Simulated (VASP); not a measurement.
# W (Im-3m) in VASP: further runs, part 2 of 2

VASP 6.6.1.

## 3. Relaxation of cell and atoms, PBEsol

This run uses another cell than the first one, of 16.13 Å³/atom.

File INCAR:

```
  PREC = Accurate
  ENCUT = 600
  EDIFF = 1E-6
  ISMEAR = 0
  SIGMA = 0.1
  LREAL = F
  LASPH = T
  NELM = 60
  ALGO = Normal
  ISIF = 3
  LWAVE = F
  LCHARG = F
  GGA = PS
  IBRION = 2
  NSW = 70
  EDIFFG = -0.005
```

File KPOINTS:

```
regular mesh
0
Gamma
  18 18 18
```

File POSCAR:

```
W
1.0
   -1.5917776932      1.5917776932      1.5917776932
    1.5917776932     -1.5917776932      1.5917776932
    1.5917776932      1.5917776932     -1.5917776932
W
1
Direct
    0.0000000000      0.0000000000      0.0000000000
```

Potentials or basis: VASP PAW PBE potentials, release 64 (W_sv).

Run with:

```
$ cat potpaw_PBE.64/W_sv/POTCAR > POTCAR
$ mpirun -np 1 vasp_std > vasp.out
```

OUTCAR:

```text
PREC = Accurate
   ENCUT = 600
   EDIFF = 1E-6
   ISMEAR = 0
   LREAL = F
   LASPH = T
   NELM = 60
   ISIF = 3
   GGA = PS
   IBRION = 2
   NSW = 70
   EDIFFG = -0.005

 ion  position               nearest neighbor table
   1  0.000  0.000  0.000-

  LATTYP: Found a body centered cubic cell.
 ALAT       =     3.1835553864

  Lattice vectors:

 A1 = (  -1.5917776932,   1.5917776932,   1.5917776932)
 A2 = (   1.5917776932,  -1.5917776932,   1.5917776932)
 A3 = (   1.5917776932,   1.5917776932,  -1.5917776932)

Analysis of symmetry for initial positions (statically):
=====================================================================
 Subroutine PRICEL returns:
 Original cell was already a primitive cell.

 Routine SETGRP: Setting up the symmetry group for a
[... 284 lines left out ...]

 val. band max:       11.3720846315   @ k =  -0.1667   0.1667   0.0556
 cond. band min:      11.3813204107   @ k =  -0.2778   0.3333   0.2222
 fundamental gap:      0.0092357792
 Fermi energy:        11.3806359838

 k-point     1 :       0.0000    0.0000    0.0000
  band No.  band energies     occupation
      1     -62.7451      2.00000
      2     -26.2913      2.00000
      3     -26.2913      2.00000
      4     -26.2913      2.00000
      5       1.6919      2.00000
      6      10.1415      2.00000
      7      10.1415      2.00000
      8      10.1415      2.00000
      9      13.6436      0.00000
     10      13.6436      0.00000
     11      25.9479      0.00000
[... 309 lines left out ...]
 k-point    24 :       0.3889    0.1111    0.0000
  band No.  band energies     occupation
      1     -62.6055      2.00000
      2     -27.5374      2.00000
      3     -26.7587      2.00000
      4     -26.3579      2.00000
      5       5.4942      2.00000
      6       7.9333      2.00000
      7      10.8168      2.00000
      8      13.4239      0.00000
      9      14.7707      0.00000
     10      17.9040      0.00000
     11      22.4107      0.00000

 [... further k-points ...]
[... 5 lines left out ...]
  --------------------------------------------------------------------------------------
  -------------------------------------------------------------------------------------
  Total       -0.0025791     -0.0025791     -0.0025791     -0.0000000      0.0000000      0.0000000
  in kB       -0.2627305     -0.2627305     -0.2627305     -0.0000000      0.0000000      0.0000000
  external PRESSURE =      -0.2627305 kB  Pullay stress =       0.0000000 kB
[... 16 lines left out ...]
  FREE ENERGIE OF THE ION-ELECTRON SYSTEM (eV)
  ---------------------------------------------------
  free  energy   TOTEN  =       -13.8018150583 eV

  energy  without entropy=      -13.7983748383  energy(sigma->0) =      -13.80009495

 reached required accuracy - stopping structural energy minimisation
```

OSZICAR:

```text
N       E                     dE             d eps       ncg     rms          rms(c)
DAV:   1     0.812943044401E+02    0.81294E+02   -0.85503E+03  4306   0.159E+03
DAV:   2    -0.127872343926E+02   -0.94082E+02   -0.90896E+02  4611   0.352E+02
[... 27 lines left out ...]
   3 F= -.13801794E+02 E0= -.13800072E+02  d E =-.102739E-01
       N       E                     dE             d eps       ncg     rms          rms(c)
DAV:   1    -0.138019594140E+02   -0.16536E-03   -0.34128E-03  4440   0.932E-01    0.161E-01
DAV:   2    -0.138018356186E+02    0.12380E-03   -0.18137E-04  4392   0.186E-01    0.369E-02
DAV:   3    -0.138018141179E+02    0.21501E-04   -0.59540E-05  4500   0.103E-01    0.283E-02
DAV:   4    -0.138018151207E+02   -0.10028E-05   -0.13728E-06  3373   0.164E-02    0.392E-03
DAV:   5    -0.138018150583E+02    0.62385E-07   -0.21349E-07  2154   0.638E-03
   4 F= -.13801815E+02 E0= -.13800095E+02  d E =-.102948E-01
```

CONTCAR:

```text
W
   1.00000000000000
    -1.5783466633935452    1.5783466633935452    1.5783466633935452
     1.5783466633935452   -1.5783466633935452    1.5783466633935452
     1.5783466633935452    1.5783466633935452   -1.5783466633935452
  W
     1
Direct
     0.0000000000000000    0.0000000000000000    0.0000000000000000

  0.00000000E+00  0.00000000E+00  0.00000000E+00
```

Run time: 1.7 min. Hardware: 1 thread of Intel Xeon 8259CL, shared host; peak memory 0.18 GiB.

Results:

| Quantity | Value |
| --- | --- |
| Free energy | -13.8018 eV |
| Relaxed volume | 15.73 Å³/atom |
| Relaxed cell | a = 2.734 Å, b = 2.734 Å, c = 2.734 Å, α = 109.47°, β = 109.47°, γ = 109.47° |
| Space group after relaxing (to 0.1 Å) | Im-3m (No. 229) |
| Energy gained by relaxing | 10.3 meV/atom |
| Ionic steps | 4 |
| Pressure after relaxing | 0.0 GPa |
| Band gap on the k mesh | zero (bands 7 and 8 overlap by 6.48 eV) |

The path:
| step | energy change (eV) | largest force (eV/Å) | pressure (GPa) | volume (Å³) |
| --- | --- | --- | --- | --- |
| 1 | 0.0000 | 0.0000 | -7.94 | 16.13 |
| 2 | 0.1367 | 0.0000 | 36.60 | 14.34 |
| 3 | -0.0103 | 0.0000 | -0.38 | 15.74 |
| 4 | -0.0103 | 0.0000 | -0.03 | 15.73 |

Final structure:
```
W
1.0
    -1.57835    1.57835    1.57835
     1.57835   -1.57835    1.57835
     1.57835    1.57835   -1.57835
W
1
Direct
  0.00000 0.00000 0.00000
```

Caveat: the PAW data sets were made with another functional, which shifts forces and pressure a little; spin-orbit coupling is left out, which moves the levels of the heavy elements.
